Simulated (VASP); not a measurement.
A run of VASP 6.6.1 is set up as follows.

Contents of INCAR:

```
  PREC = Accurate
  ENCUT = 500
  EDIFF = 1E-6
  ISMEAR = 0
  SIGMA = 0.1
  LREAL = F
  LASPH = T
  NELM = 120
  ALGO = Normal
  ISIF = 2
  LWAVE = F
  LCHARG = T
  GGA = PS
  LELF = T
  LVHAR = T
  NBANDS = 22
  GGA_COMPAT = F
```

The input KPOINTS:

```
regular mesh
0
Gamma
  6 6 2
```

Contents of POSCAR:

```
Cl
1.0
    3.5807933315      0.0000000000      0.0000000000
   -1.7903966657      3.1010579908      0.0000000000
    0.0000000000      0.0000000000      7.5342777077
Cl
4
Direct
    0.0000000000      0.0000000000      0.0000000000
    0.0000000000      0.0000000000      0.5000000000
    0.3333333333      0.6666666667      0.7500000000
    0.6666666667      0.3333333333      0.2500000000
```

Potentials or basis: VASP PAW PBE potentials, release 64 (Cl).

Run with:

```sh
$ cat potpaw_PBE.64/Cl/POTCAR > POTCAR
$ mpirun -np 1 vasp_std > vasp.out
```

Question: What does it give for the band gap on the k mesh?

Answer: Zero (bands 14 and 15 overlap by 0.73 eV).

Question: What does it give for the pressure?

Answer: -0.1 GPa.

Stress tensor (GPa, compression positive):
```
-0.10  0.00  0.00
 0.00 -0.10  0.00
 0.00  0.00 -0.01
```

Caveat: the k points lie up to 0.42 Å⁻¹ apart, too coarse for converged energies and pressures of a metal; the PAW data sets were made with another functional, which shifts forces and pressure a little.
